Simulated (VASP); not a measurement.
# Al2Cu (P4/mmm) in VASP: further runs, part 2 of 2

VASP 6.6.1.

## Step 4: Single point, PBEsol (strain +0.030 along x and y, +0.015 along z)

File INCAR:

```
SYSTEM = Al2Cu
ALGO = Fast ; EDIFF = 1E-7
ENCUT = 520 ; GGA = PS
ISIF = 2 ; ISMEAR = 0
LASPH = .True. ; LCHARG = .False.
LREAL = .False. ; LWAVE = .False.
NBANDS = 16 ; NELM = 80
PREC = Accurate ; SIGMA = 0.15
```

File KPOINTS:

```
k-points
0
Gamma
  12 12 16
  0 0 0
```

File POSCAR:

```
Al2Cu
1.0
    4.2066973624      0.0000000000      0.0000000000
    0.0000000000      4.2066973624      0.0000000000
    0.0000000000      0.0000000000      2.8890906726
Al Cu
2 1
Direct
    0.5000000000      0.0000000000      0.5000000000
    0.0000000000      0.5000000000      0.5000000000
    0.0000000000      0.0000000000      0.0000000000
```

Potentials or basis: VASP PAW PBE potentials, release 64 (Al, Cu).

On the command line:

```sh
$ cat potpaw_PBE.64/Al/POTCAR potpaw_PBE.64/Cu/POTCAR > POTCAR
$ mpirun -np 1 vasp_std > vasp.out
```

OUTCAR:

```text
SYSTEM = Al2Cu
   EDIFF = 1E-7
   ENCUT = 520
   GGA = PS
   ISIF = 2
   ISMEAR = 0
   LASPH = .True.
   LREAL = .False.
   NELM = 80
   PREC = Accurate

 ion  position               nearest neighbor table
   1  0.500  0.000  0.500-   3 2.55   3 2.55   3 2.55   3 2.55   2 2.97   2 2.97   2 2.97   2 2.97

   2  0.000  0.500  0.500-   3 2.55   3 2.55   3 2.55   3 2.55   1 2.97   1 2.97   1 2.97   1 2.97

   3  0.000  0.000  0.000-   1 2.55   2 2.55   1 2.55   2 2.55   2 2.55   2 2.55   1 2.55   1 2.55

  LATTYP: Found a simple tetragonal cell.
 ALAT       =     4.2066973624
 C/A-ratio  =     0.6867835795

  Lattice vectors:

 A1 = (   4.2066973624,   0.0000000000,   0.0000000000)
 A2 = (   0.0000000000,   4.2066973624,   0.0000000000)
 A3 = (   0.0000000000,   0.0000000000,   2.8890906726)

Analysis of symmetry for initial positions (statically):
=====================================================================
 Subroutine PRICEL returns:
 Original cell was already a primitive cell.

 Routine SETGRP: Setting up the symmetry group for a
 simple tetragonal supercell.

 Subroutine GETGRP returns: Found 16 space group operations
 (whereof 16 operations were pure point group operations)
 out of a pool of 16 trial point group operations.

The static configuration has the point symmetry D_4h.

Analysis of symmetry for dynamics (positions and initial velocities):
=====================================================================
 Subroutine PRICEL returns:
 Original cell was already a primitive cell.

 Routine SETGRP: Setting up the symmetry group for a
 simple tetragonal supercell.

 Subroutine GETGRP returns: Found 16 space group operations
 (whereof 16 operations were pure point group operations)
 out of a pool of 16 trial point group operations.

[... 114 lines left out ...]
   NUPDOWN=      -1.0000    fix difference up-down
   EMIN   =  10.00;   EMAX   =-10.00  energy-range for DOS
   EFERMI =   0.00;   METHOD = LEGACY
   ISMEAR =     0;   SIGMA  =   0.15  broadening in eV -4-tet -1-fermi 0-gaus
   EFERMI_NEDOS =   21; number of points for ismear=-14 and -15
   IALGO  =     68    algorithm
   IMIX   =      4    mixing-type and parameters
     AMIX     =   0.40;   BMIX     =  1.00
     AMIX_MAG =   1.60;   BMIX_MAG =  1.00
  volume/ion in A,a.u.               =      17.04       115.01
  Fermi-wavevector in a.u.,A,eV,Ry     =   1.134166  2.143263 17.501612  1.286332
  Thomas-Fermi vector in A             =   2.270870
   LORBIT       =      0    0 simple, 1 ext, 2 COOP (PROOUT), +10 PAW based schemes
   GGA     = PS    functional components
   LHFCALC =     F    Hartree Fock is set to
   AEXX    =    0.0000 exact exchange contribution
   IVDW    =     0    specifies the selected vdW correction
   LEPSILON=     F    determine dielectric tensor
   LRPA    =     F    only Hartree local field effects (RPA)
 non-spin polarized calculation
 RMM-DIIS sequential band-by-band and
 Gauss-broadening in eV      SIGMA  =   0.15
  energy-cutoff  :      520.00
  volume of cell :       51.13
 maximum number of plane-waves:      1411
 NGX is ok and might be reduce to    32
   NGX = 15   NGY = 15   NGZ = 11

 number of electron      17.0000016 magnetization

 Free energy of the ion-electron system (eV)
  ---------------------------------------------------
  ext. energy  EPLUGINS =         0.00000000
  ---------------------------------------------------
  free energy    TOTEN  =       -12.50531670 eV

  energy without entropy =      -12.49540326  energy(sigma->0) =      -12.50035998

 E-fermi :   6.5568     XC(G=0): -10.2883

 val. band max:        6.5418255451   @ k =   0.3333   0.0000   0.2500
 cond. band min:       6.5702444948   @ k =   0.5000   0.2500   0.3750
 fundamental gap:      0.0284189497
 Fermi energy:         6.5568014873

 k-point     1 :       0.0000    0.0000    0.0000
  band No.  band energies     occupation
      1      -3.6335      2.00000
      2       1.3098      2.00000
      3       1.8985      2.00000
      4       2.5099      2.00000
      5       2.7334      2.00000
      6       2.7334      2.00000
[... 433 lines left out ...]
      3       1.0824      2.00000
      4       1.9161      2.00000
      5       2.4436      2.00000
      6       2.7127      2.00000
[... 8 lines left out ...]
     15      16.6813      0.00000
     16      17.4738      0.00000

 [... further k-points ...]
[... 5 lines left out ...]
  --------------------------------------------------------------------------------------
  -------------------------------------------------------------------------------------
  Total       -2.0051812     -2.0051812     -1.9089380      0.0000000     -0.0000000      0.0000000
  in kB      -62.8377305    -62.8377305    -59.8216921      0.0000000     -0.0000000      0.0000000
  external PRESSURE =     -61.8323844 kB  Pullay stress =       0.0000000 kB

 VOLUME and BASIS-vectors are now :
 -----------------------------------------------------------------------------
  energy-cutoff  :      520.00
  volume of cell :       51.13
      direct lattice vectors                 reciprocal lattice vectors
     4.206697362  0.000000000  0.000000000     0.237716173  0.000000000  0.000000000
     0.000000000  4.206697362  0.000000000     0.000000000  0.237716173  0.000000000
     0.000000000  0.000000000  2.889090673     0.000000000  0.000000000  0.346129670

 POSITION                                       TOTAL-FORCE (eV/Angst)
 -----------------------------------------------------------------------------------
      2.10335      0.00000      1.44455         0.000000      0.000000      0.000000
      0.00000      2.10335      1.44455         0.000000      0.000000      0.000000
      0.00000      0.00000      0.00000         0.000000      0.000000      0.000000
 -----------------------------------------------------------------------------------
    total drift:                                0.000000     -0.000000      0.000000

  FREE ENERGIE OF THE ION-ELECTRON SYSTEM (eV)
  ---------------------------------------------------
  free  energy   TOTEN  =       -12.5053167040 eV

  energy  without entropy=      -12.4954032592  energy(sigma->0) =      -12.50035998
```

OSZICAR:

```text
N       E                     dE             d eps       ncg     rms          rms(c)
DAV:   1     0.604467312190E+02    0.60447E+02   -0.67880E+03  8072   0.109E+03
DAV:   2    -0.121259576389E+02   -0.72573E+02   -0.64257E+02  8552   0.197E+02
DAV:   3    -0.146803402677E+02   -0.25544E+01   -0.24927E+01 10952   0.424E+01
[... 11 lines left out ...]
RMM:  15    -0.125053155088E+02   -0.24156E-04   -0.25280E-04 11858   0.105E-01    0.225E-02
RMM:  16    -0.125053196604E+02   -0.41517E-05   -0.31574E-05 11413   0.556E-02    0.322E-02
RMM:  17    -0.125053155349E+02    0.41255E-05   -0.12604E-05 10253   0.543E-02    0.157E-02
RMM:  18    -0.125053164605E+02   -0.92554E-06   -0.52773E-06 10745   0.269E-02    0.116E-02
RMM:  19    -0.125053166228E+02   -0.16231E-06   -0.21992E-06  9290   0.114E-02    0.103E-02
RMM:  20    -0.125053167040E+02   -0.81242E-07   -0.34593E-07  6643   0.547E-03
   1 F= -.12505317E+02 E0= -.12500360E+02  d E =-.991344E-02
```

stdout:

```text
POSCAR found type information on POSCAR AlCu
 POSCAR found :  2 types and       3 ions
 scaLAPACK will be used
 -----------------------------------------------------------------------------
|                                                                             |
|                                                                             |
|     You enforced a specific xc type in the INCAR file but a different       |
|     I HOPE YOU KNOW WHAT YOU ARE DOING!                                     |
|                                                                             |
 -----------------------------------------------------------------------------

 LDA part: xc-table for (Slater+PW92), standard interpolation
 POSCAR, INCAR and KPOINTS ok, starting setup
 FFT: planning ... GRIDC
 FFT: planning ... GRID_SOFT
 FFT: planning ... GRID
 WAVECAR not read
 entering main loop
WARNING in EDDRMM: call to ZHEGV failed, returncode =   6  3     16
```

Wall time 1.7 min (1 thread of Intel Xeon 6975P-C (Granite Rapids), shared host); peak memory 0.31 GiB.

What came out:

```
Free energy : -12.5053 eV
Pressure    : -6.2 GPa
```

Stress tensor (GPa, compression positive):
```
-6.28  0.00  0.00
 0.00 -6.28  0.00
 0.00  0.00 -5.98
```

Caveat: the cell differs from its parent crystal (strain +0.030 along x and y, +0.015 along z); the PAW data sets were made with another functional, which shifts forces and pressure a little.

## Step 5: Single point, PBEsol (strain +0.030 along x and y, +0.030 along z)

File INCAR:

```
SYSTEM = Al2Cu
PREC = Accurate
ENCUT = 520
EDIFF = 1E-6
ISMEAR = 0
SIGMA = 0.15
LREAL = .FALSE.
LASPH = .TRUE.
NELM = 80
ALGO = Fast
ISIF = 2
LWAVE = .FALSE.
LCHARG = .TRUE.
GGA = PS
LELF = .TRUE.
LVHAR = .TRUE.
NBANDS = 16
```

File KPOINTS:

```
regular mesh
0
G
  12 12 16
  0 0 0
```

POSCAR: that of step 4 with these lines changed.

```diff
@@ -4,3 +4,3 @@
     0.0000000000      4.2066973624      0.0000000000
-    0.0000000000      0.0000000000      2.8890906726
+    0.0000000000      0.0000000000      2.9317865938
 Al Cu
```

On the command line:

```sh
$ cat potpaw_PBE.64/Al/POTCAR potpaw_PBE.64/Cu/POTCAR > POTCAR
$ mpirun -np 1 vasp_std > vasp.out
```

It took 88 s on 1 thread of Intel Xeon 6975P-C (Granite Rapids), shared host; peak memory 0.31 GiB.

It converged, with:

| Item | Value |
| --- | --- |
| Free energy | -12.4745 eV |
| Pressure | -7.2 GPa |

Stress tensor (GPa, compression positive):
```
-6.87  0.00  0.00
 0.00 -6.87  0.00
 0.00  0.00 -7.76
```

Levels at points of the mesh, in eV from the Fermi level:
| k point | band 7 | band 8 | band 9 | band 10 | band 11 | band 12 |
| --- | --- | --- | --- | --- | --- | --- |
| (0.00, 0.00, 0.00) | -2.22 | -2.22 | -0.31 | 0.91 | 5.80 | 5.80 |
| (0.50, 0.00, 0.00) | -3.76 | -0.98 | 1.52 | 1.65 | 1.68 | 7.26 |
| (0.50, 0.50, 0.00) | -3.79 | -3.79 | -2.25 | 8.42 | 8.42 | 9.21 |
| (0.00, 0.00, 0.50) | -2.80 | 2.33 | 2.45 | 2.45 | 2.81 | 2.81 |
| (0.50, 0.00, 0.50) | -2.80 | -2.31 | -1.61 | 3.59 | 3.95 | 4.20 |
| (0.50, 0.50, 0.50) | -2.09 | -2.09 | -0.78 | -0.70 | -0.20 | -0.20 |

Caveat: the cell differs from its parent crystal (strain +0.030 along x and y, +0.030 along z); the PAW data sets were made with another functional, which shifts forces and pressure a little.

## Step 6: The runs side by side

```csv
cell,further INCAR settings,gap on the mesh (eV),pressure (GPa)
"a = 4.207, b = 4.207, c = 2.846 Å, 3 atoms",ALGO = Fast; EDIFF = 1e-07; NBANDS = 16,none,-5.0
"a = 4.145, b = 4.145, c = 2.932 Å, 3 atoms",ALGO = Fast; EDIFF = 1e-07; NBANDS = 16,none,-5.0
"a = 4.207, b = 4.207, c = 2.889 Å, 3 atoms",ALGO = Fast; EDIFF = 1e-07; NBANDS = 16,none,-6.2
"a = 4.207, b = 4.207, c = 2.932 Å, 3 atoms",ALGO = Fast; EDIFF = 1e-06; NBANDS = 16,none,-7.2
```

Alike in all rows: task single point; level PBEsol; potentials or basis VASP PAW PBE potentials, release 64 (Al, Cu); no spin polarisation; k mesh 12 × 12 × 16; cutoff (eV) 520; smearing gaussian 0.15 eV.

Caveats: the PAW data sets were made with another functional, which shifts forces and pressure a little.

Total energies depend on the potentials used, so only differences within one code and one set of settings carry meaning.
